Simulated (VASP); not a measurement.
# HfN (Pm-3m) in VASP: further runs

Runs on HfN. Level: PBE0. Tasks: single point.

All numbers are computed with VASP 6.6.1; they aren't measurements. Logs are shortened: lines on timing, memory, paths and dates and some standing lists are left out, and cuts for length are marked.

**1. The cell of the first run**

Symmetry: Pm-3m, No. 221, cubic system. The conventional cell has a = 2.862 Å, b = 2.862 Å, c = 2.862 Å, α = 90.00°, β = 90.00°, γ = 90.00°. Within 3.3 Å of Hf (site symmetry m-3m) lie 8 N at 2.48 Å and 6 Hf at 2.86 Å. N (site symmetry m-3m) has 8 Hf at 2.48 Å and 6 N at 2.86 Å within 3.3 Å.

**2. Single point, PBE0**

POSCAR reads:

```
HfN
1.0
    2.8622057106      0.0000000000      0.0000000000
    0.0000000000      2.8622057106      0.0000000000
    0.0000000000      0.0000000000      2.8622057106
Hf N
1 1
Direct
    0.5000000000      0.5000000000      0.5000000000
    0.0000000000      0.0000000000      0.0000000000
```

INCAR.step1 reads:

```
  PREC = Accurate
  ENCUT = 520
  EDIFF = 1E-5
  ISMEAR = -1
  SIGMA = 0.05
  LREAL = False
  LASPH = True
  NELM = 80
  ALGO = Normal
  ISIF = 2
  LWAVE = True
  NBANDS = 14
  GGA = PE
```

INCAR.step2 reads:

```
  PREC = Accurate
  ENCUT = 520
  EDIFF = 1E-6
  ISMEAR = -1
  SIGMA = 0.05
  LREAL = False
  LASPH = True
  NELM = 80
  ALGO = Normal
  ISIF = 2
  LWAVE = False
  LCHARG = True
  GGA = PE
  LHFCALC = True
  AEXX = 0.25
  PRECFOCK = Normal
  LELF = True
  LVHAR = True
  NBANDS = 14
  ISTART = 1
```

KPOINTS reads:

```
Automatic mesh
0
Gamma
  5 5 5
```

Potentials or basis: VASP PAW PBE potentials, release 64 (Hf_pv, N).

The run is started by

```bash
> cat potpaw_PBE.64/Hf_pv/POTCAR potpaw_PBE.64/N/POTCAR > POTCAR
> cp INCAR.step1 INCAR
> mpirun -np 1 vasp_std > vasp.out
> cp INCAR.step2 INCAR
> mpirun -np 1 vasp_std > vasp.out
```

OUTCAR:

```text
PREC = Accurate
   ENCUT = 520
   EDIFF = 1E-6
   ISMEAR = -1
   LREAL = False
   LASPH = True
   NELM = 80
   ISIF = 2
   GGA = PE
   LHFCALC = True
   AEXX = 0.25
   PRECFOCK = Normal
   ISTART = 1

 ion  position               nearest neighbor table
   1  0.500  0.500  0.500-   2 2.48   2 2.48   2 2.48   2 2.48   2 2.48   2 2.48   2 2.48   2 2.48

   2  0.000  0.000  0.000-   1 2.48   1 2.48   1 2.48   1 2.48   1 2.48   1 2.48   1 2.48   1 2.48

  LATTYP: Found a simple cubic cell.
 ALAT       =     2.8622057106

  Lattice vectors:

 A1 = (   2.8622057106,   0.0000000000,   0.0000000000)
 A2 = (   0.0000000000,   2.8622057106,   0.0000000000)
 A3 = (   0.0000000000,   0.0000000000,   2.8622057106)

Analysis of symmetry for initial positions (statically):
=====================================================================
 Subroutine PRICEL returns:
 Original cell was already a primitive cell.

 Routine SETGRP: Setting up the symmetry group for a
 simple cubic supercell.

 Subroutine GETGRP returns: Found 48 space group operations
 (whereof 48 operations were pure point group operations)
 out of a pool of 48 trial point group operations.

The static configuration has the point symmetry O_h .

Analysis of symmetry for dynamics (positions and initial velocities):
=====================================================================
 Subroutine PRICEL returns:
 Original cell was already a primitive cell.

 Routine SETGRP: Setting up the symmetry group for a
 simple cubic supercell.

 Subroutine GETGRP returns: Found 48 space group operations
 (whereof 48 operations were pure point group operations)
 out of a pool of 48 trial point group operations.

The dynamic configuration has the point symmetry O_h .

 Subroutine INISYM returns: Found 48 space group operations
 (whereof 48 operations are pure point group operations),
 and found     1 'primitive' translations

----------------------------------------------------------------------------------------

                                     Primitive cell

  volume of cell :      23.4478

  direct lattice vectors                    reciprocal lattice vectors
     2.862205711  0.000000000  0.000000000     0.349380898  0.000000000  0.000000000
     0.000000000  2.862205711  0.000000000     0.000000000  0.349380898  0.000000000
     0.000000000  0.000000000  2.862205711     0.000000000  0.000000000  0.349380898

  length of vectors
     2.862205711  2.862205711  2.862205711     0.349380898  0.349380898  0.349380898

  position of ions in fractional coordinates (direct lattice)
     0.500000000  0.500000000  0.500000000
     0.000000000  0.000000000  0.000000000

  ion indices of the primitive-cell ions
   primitive index   ion index
                 1           1
                 2           2

----------------------------------------------------------------------------------------

 KPOINTS: Automatic mesh

Automatic generation of k-mesh.
 Grid dimensions read from file:
 generate k-points for:    5    5    5

 Generating k-lattice:

  Cartesian coordinates                     Fractional coordinates (reciprocal lattice)
     0.069876180  0.000000000  0.000000000     0.200000000  0.000000000  0.000000000
     0.000000000  0.069876180  0.000000000     0.000000000  0.200000000  0.000000000
     0.000000000  0.000000000  0.069876180     0.000000000  0.000000000  0.200000000

  Length of vectors
     0.069876180  0.069876180  0.069876180

  Shift w.r.t. Gamma in fractional coordinates (k-lattice)
     0.000000000  0.000000000  0.000000000

 Subroutine IBZKPT returns following result:
 ===========================================

 Found     10 irreducible k-points:

 Following reciprocal coordinates:
            Coordinates               Weight
  0.000000  0.000000  0.000000      1.000000
  0.200000  0.000000  0.000000      6.000000
  0.400000  0.000000  0.000000      6.000000
  0.200000  0.200000  0.000000     12.000000
  0.400000  0.200000  0.000000     24.000000
  0.400000  0.400000  0.000000     12.000000
  0.200000  0.200000  0.200000      8.000000
  0.400000  0.200000  0.200000     24.000000
  0.400000  0.400000  0.200000     24.000000
  0.400000  0.400000  0.400000      8.000000
   k-points           NKPTS =     10   k-points in BZ     NKDIM =    125   number of bands    NBANDS=     14
   number of dos      NEDOS =    301   number of ions     NIONS =      2
   total plane-waves  NPLWV =  13824
   dimension x,y,z NGX =    24 NGY =   24 NGZ =   24
   dimension x,y,z NGXF=    48 NGYF=   48 NGZF=   48
   ions per type =               1   1
   NGX,Y,Z   is equivalent  to a cutoff of  13.94, 13.94, 13.94 a.u.
   NGXF,Y,Z  is equivalent  to a cutoff of  27.88, 27.88, 27.88 a.u.
 SYSTEM =  unknown system
   PREC   = accura    normal or accurate (medium, high low for compatibility)
   ISTART =      1    job   : 0-new  1-cont  2-samecut
   ICHARG =      0    charge: 1-file 2-atom 10-const
   ISPIN  =      1    spin polarized calculation?
   LNONCOLLINEAR =      F non collinear calculations
   LSORBIT =      F    spin-orbit coupling
   LASPH  =      T    aspherical Exc in radial PAW
   ENCUT  =  520.0 eV  38.22 Ry    6.18 a.u.   5.32  5.32  5.32*2*pi/ulx,y,z
   NELM   =     80;   NELMIN=  2; NELMDL=  0     # of ELM steps
   EDIFF  = 0.1E-05   stopping-criterion for ELM
   LREAL  =      F    real-space projection
   EDIFFG = 0.1E-04   stopping-criterion for IOM
   NSW    =      0    number of steps for IOM
   IBRION =     -1    ionic relax: 0-MD 1-quasi-New 2-CG
   NFREE  =      0    steps in history (QN), initial steepest desc. (CG)
   ISIF   =      2    stress and relaxation
   ISYM   =      3    0-nonsym 1-usesym 2-fastsym
   POTIM  = 0.5000    time-step for ionic-motion
   TEBEG  =    0.0;   TEEND  =   0.0 temperature during run
   PSTRESS=    0.0 pullay stress
   NELECT =      15.0000    total number of electrons
   NUPDOWN=      -1.0000    fix difference up-down
   EMIN   =  10.00;   EMAX   =-10.00  energy-range for DOS
   EFERMI =   0.00;   METHOD = LEGACY
   ISMEAR =    -1;   SIGMA  =   0.05  broadening in eV -4-tet -1-fermi 0-gaus
   EFERMI_NEDOS =   21; number of points for ismear=-14 and -15
   IALGO  =     38    algorithm
   IMIX   =      1    mixing-type and parameters
     AMIX     =   0.40;   BMIX     =  1.00
     AMIX_MAG =   1.60;   BMIX_MAG =  1.00
  volume/ion in A,a.u.               =      11.72        79.12
  Fermi-wavevector in a.u.,A,eV,Ry     =   1.410602  2.665651 27.072834  1.989797
  Thomas-Fermi vector in A             =   2.532539
   LORBIT       =      0    0 simple, 1 ext, 2 COOP (PROOUT), +10 PAW based schemes
   GGA     = PE    functional components
   LHFCALC =     T    Hartree Fock is set to
   PRECFOCK=normal    Normal, Fast or Accurate (Low or Medium for compatibility)
   ENCUT4O =  -1.0   cutoff for four orbital integrals eV
   NKREDX  =     1    reduce k-point grid by
   NKREDY  =     1    reduce k-point grid by
   NKREDZ  =     1    reduce k-point grid by
   AEXX    =    0.2500 exact exchange contribution
   HFSCREEN=    0.0000 screening length (either q_TF or 0.3 A-1)
   HFSCREENC=   0.0000 screening length for correlation (either q_TF or 0.3 A-1)
   ENCUTFOCK=  -1.0 apply spherical cutoff to Coloumb kernel
   IVDW    =     0    specifies the selected vdW correction
   LEPSILON=     F    determine dielectric tensor
   LRPA    =     F    only Hartree local field effects (RPA)
 non-spin polarized calculation
  energy-cutoff  :      520.00
  volume of cell :       23.45
 maximum number of plane-waves:       655
 NGX is ok and might be reduce to    24
  NGX = 16; NGY = 16; NGZ = 16

 number of electron      14.9999996 magnetization

 Free energy of the ion-electron system (eV)
  ---------------------------------------------------
  ext. energy  EPLUGINS =         0.00000000
  ---------------------------------------------------
  free energy    TOTEN  =       -24.72134786 eV

  energy without entropy =      -24.71993095  energy(sigma->0) =      -24.72063940

 E-fermi :   7.7968     XC(G=0):  -9.9971

 val. band max:        6.1974654772   @ k =   0.4000   0.2000   0.0000
 cond. band min:       7.9174905682   @ k =   0.2000   0.0000   0.0000
 fundamental gap:      1.7200250910
 Fermi energy:         7.7967713084

 k-point     1 :       0.0000    0.0000    0.0000
  band No.  band energies     occupation
      1     -26.1306      2.00000
      2     -26.1306      2.00000
      3     -26.1306      2.00000
      4     -11.4553      2.00000
      5       4.0622      2.00000
      6       4.0622      2.00000
      7       4.9952      2.00000
      8       4.9952      2.00000
      9       4.9952      2.00000
     10      10.8712      0.00000
     11      14.2674      0.00000
     12      14.2674      0.00000
     13      14.2674      0.00000
     14      21.5532      0.00000

 k-point     2 :       0.2000    0.0000    0.0000
  band No.  band energies     occupation
      1     -26.6138      2.00000
      2     -26.0873      2.00000
      3     -26.0873      2.00000
      4     -10.7362      2.00000
      5       1.4112      2.00000
      6       4.4104      2.00000
      7       4.4166      2.00000
      8       4.4166      2.00000
      9       7.9175      0.16416
     10      13.0027      0.00000
     11      14.4860      0.00000
     12      14.4912      0.00000
     13      14.4912      0.00000
     14      21.5535      0.00000

 k-point     3 :       0.4000    0.0000    0.0000
  band No.  band energies     occupation
      1     -27.3162      2.00000
      2     -26.0157      2.00000
      3     -26.0157      2.00000
      4      -9.3406      2.00000
      5      -1.6128      2.00000
      6       3.5379      2.00000
      7       3.5379      2.00000
      8       5.1261      2.00000
      9      12.6067      0.00000
     10      14.8647      0.00000
     11      15.0641      0.00000
     12      15.0641      0.00000
     13      15.8425      0.00000
     14      19.0636      0.00000

 k-point     4 :       0.2000    0.2000    0.0000
  band No.  band energies     occupation
      1     -26.5899      2.00000
      2     -26.5179      2.00000
      3     -26.0454      2.00000
      4     -10.2265      2.00000
      5       1.1602      2.00000
      6       2.5623      2.00000
      7       4.3261      2.00000
      8       5.9651      2.00000
      9       9.3393      0.00000
     10      12.0856      0.00000
     11      12.9108      0.00000
     12      15.3551      0.00000
     13      15.9343      0.00000
     14      21.5537      0.00000

 k-point     5 :       0.4000    0.2000    0.0000
  band No.  band energies     occupation
      1     -27.2375      2.00000
      2     -26.4545      2.00000
      3     -25.9774      2.00000
      4      -9.3495      2.00000
      5      -0.7242      2.00000
      6       2.6310      2.00000
      7       4.0390      2.00000
      8       6.1975      2.00000
      9      12.5074      0.00000
     10      12.7539      0.00000
     11      12.8187      0.00000
     12      14.3645      0.00000
     13      17.3839      0.00000
     14      21.4919      0.00000

 k-point     6 :       0.4000    0.4000    0.0000
  band No.  band energies     occupation
      1     -27.1168      2.00000
      2     -27.0924      2.00000
      3     -25.9165      2.00000
      4      -9.4355      2.00000
      5       0.8901      2.00000
      6       1.8428      2.00000
      7       5.0871      2.00000
      8       5.9987      2.00000
      9      10.8987      0.00000
     10      11.2169      0.00000
     11      12.1307      0.00000
     12      15.0690      0.00000
     13      18.2444      0.00000
     14      21.5548      0.00000

 k-point     7 :       0.2000    0.2000    0.2000
  band No.  band energies     occupation
      1     -26.5632      2.00000
      2     -26.4651      2.00000
      3     -26.4651      2.00000
      4      -9.8555      2.00000
      5       2.0166      2.00000
      6       2.2486      2.00000
      7       2.2486      2.00000
      8       8.6084      0.00000
      9       8.6084      0.00000
     10      13.0602      0.00000
     11      13.9005      0.00000
     12      13.9005      0.00000
     13      15.3512      0.00000
     14      21.5541      0.00000

 k-point     8 :       0.4000    0.2000    0.2000
  band No.  band energies     occupation
      1     -27.1625      2.00000
      2     -26.4318      2.00000
      3     -26.3781      2.00000
      4      -9.2356      2.00000
      5      -0.0359      2.00000
      6       1.6045      2.00000
      7       3.7376      2.00000
      8       8.2003      0.00062
      9      10.8179      0.00000
     10      11.6199      0.00000
     11      14.2625      0.00000
     12      15.0776      0.00000
     13      17.0619      0.00000
     14      21.5544      0.00000

 k-point     9 :       0.4000    0.4000    0.2000
  band No.  band energies     occupation
      1     -27.0480      2.00000
      2     -27.0246      2.00000
      3     -26.3233      2.00000
      4      -9.0817      2.00000
      5       0.4515      2.00000
      6       0.8490      2.00000
      7       2.9845      2.00000
      8       8.5254      0.00000
      9      11.4171      0.00000
     10      12.0929      0.00000
     11      14.1175      0.00000
     12      15.4090      0.00000
     13      18.1743      0.00000
     14      21.5550      0.00000

 k-point    10 :       0.4000    0.4000    0.4000
  band No.  band energies     occupation
      1     -26.9423      2.00000
      2     -26.9133      2.00000
      3     -26.9133      2.00000
      4      -8.3900      2.00000
      5      -0.4741      2.00000
      6      -0.4741      2.00000
      7       0.5123      2.00000
      8      12.7691      0.00000
      9      13.4906      0.00000
     10      13.4906      0.00000
     11      15.8029      0.00000
     12      15.8029      0.00000
     13      17.4868      0.00000
     14      21.2343      0.00000

------------------------ aborting loop because EDIFF is reached ----------------------------------------

  FORCE on cell =-STRESS in cart. coord.  units (eV):
  Direction    XX          YY          ZZ          XY          YZ          ZX
  --------------------------------------------------------------------------------------
  -------------------------------------------------------------------------------------
  Total       -2.8106082     -2.8106082     -2.8106082      0.0000000     -0.0000000      0.0000000
  in kB     -192.0473651   -192.0473651   -192.0473651      0.0000000     -0.0000000      0.0000000
  external PRESSURE =    -192.0473651 kB  Pullay stress =       0.0000000 kB

 VOLUME and BASIS-vectors are now :
 -----------------------------------------------------------------------------
  energy-cutoff  :      520.00
  volume of cell :       23.45
      direct lattice vectors                 reciprocal lattice vectors
     2.862205711  0.000000000  0.000000000     0.349380898  0.000000000  0.000000000
     0.000000000  2.862205711  0.000000000     0.000000000  0.349380898  0.000000000
     0.000000000  0.000000000  2.862205711     0.000000000  0.000000000  0.349380898

 POSITION                                       TOTAL-FORCE (eV/Angst)
 -----------------------------------------------------------------------------------
      1.43110      1.43110      1.43110         0.000000      0.000000      0.000000
      0.00000      0.00000      0.00000         0.000000      0.000000      0.000000
 -----------------------------------------------------------------------------------
    total drift:                               -0.000000      0.000000      0.000000

  FREE ENERGIE OF THE ION-ELECTRON SYSTEM (eV)
  ---------------------------------------------------
  free  energy   TOTEN  =       -24.7213478577 eV

  energy  without entropy=      -24.7199309514  energy(sigma->0) =      -24.72063940
```

Run time: 3 min. Hardware: 1 thread of Intel Xeon Platinum 8488C (Sapphire Rapids), shared host; peak memory 0.14 GiB.

Results:

| Property | Result |
| --- | --- |
| Free energy | -24.7213 eV |
| Pressure | -19.2 GPa |
| Band gap on the k mesh | zero (an odd number of electrons rules out a gap without spin polarisation) |

Levels at points of the mesh, in eV from the Fermi level:
```
           k point  band 5  band 6  band 7  band 8  band 9  band 10  band 11  band 12
(0.00, 0.00, 0.00)   -3.73   -3.73   -2.80   -2.80   -2.80     3.07     6.47     6.47
```

Caveat: the k points lie up to 0.44 Å⁻¹ apart, too coarse for converged energies and pressures of a metal; the PAW data sets were made with another functional, which shifts forces and pressure a little; spin-orbit coupling is left out, which moves the levels of the heavy elements.

**3. Single point, PBE0**

This run uses another cell than the first one, of 11.95 Å³/atom.

POSCAR reads:

```
HfN
1.0
    2.8804368117      0.0000000000      0.0000000000
    0.0000000000      2.8804368117      0.0000000000
    0.0000000000      0.0000000000      2.8804368117
Hf N
1 1
Direct
    0.5000000000      0.5000000000      0.5000000000
    0.0000000000      0.0000000000      0.0000000000
```

INCAR.step1 reads:

```
SYSTEM = HfN
ALGO = Normal
EDIFF = 1E-5
ENCUT = 520
GGA = PE
ISIF = 2
ISMEAR = -1
LASPH = .True.
LCHARG = .False.
LREAL = .False.
LWAVE = .True.
NBANDS = 14
NELM = 80
PREC = Accurate
SIGMA = 0.05
```

INCAR.step2 reads:

```
SYSTEM = HfN
AEXX = 0.25
ALGO = Normal
EDIFF = 1E-6
ENCUT = 520
GGA = PE
ISIF = 2
ISMEAR = -1
ISTART = 1
LASPH = .True.
LCHARG = .False.
LHFCALC = .True.
LREAL = .False.
LWAVE = .False.
NBANDS = 14
NELM = 80
PREC = Accurate
PRECFOCK = Normal
SIGMA = 0.05
```

KPOINTS reads:

```
k-points
0
Gamma
  5 5 5
  0 0 0
```

Potentials or basis: VASP PAW PBE potentials, release 64 (Hf_pv, N).

The run is started by

```bash
> cat potpaw_PBE.64/Hf_pv/POTCAR potpaw_PBE.64/N/POTCAR > POTCAR
> cp INCAR.step1 INCAR
> mpirun -np 1 vasp_std > vasp.out
> cp INCAR.step2 INCAR
> mpirun -np 1 vasp_std > vasp.out
```

Wall time 5.2 min (1 thread of Intel Xeon Platinum 8488C (Sapphire Rapids), shared host); peak memory 0.15 GiB.

The run converged. Its results:

```
Free energy            : -24.6628 eV
Pressure               : -22.6 GPa
Band gap on the k mesh : zero (an odd number of electrons rules out a gap without spin polarisation)
```

Levels at points of the mesh, in eV from the Fermi level:
| k point | band 4 | band 5 | band 6 | band 7 | band 8 | band 9 | band 10 | band 11 | band 12 | band 13 |
| --- | --- | --- | --- | --- | --- | --- | --- | --- | --- | --- |
| (0.00, 0.00, 0.00) | -19.10 | -3.65 | -3.65 | -2.77 | -2.77 | -2.77 | 2.84 | 6.36 | 6.36 | 6.36 |

Caveat: the k points lie up to 0.44 Å⁻¹ apart, too coarse for converged energies and pressures of a metal; the PAW data sets were made with another functional, which shifts forces and pressure a little; spin-orbit coupling is left out, which moves the levels of the heavy elements.
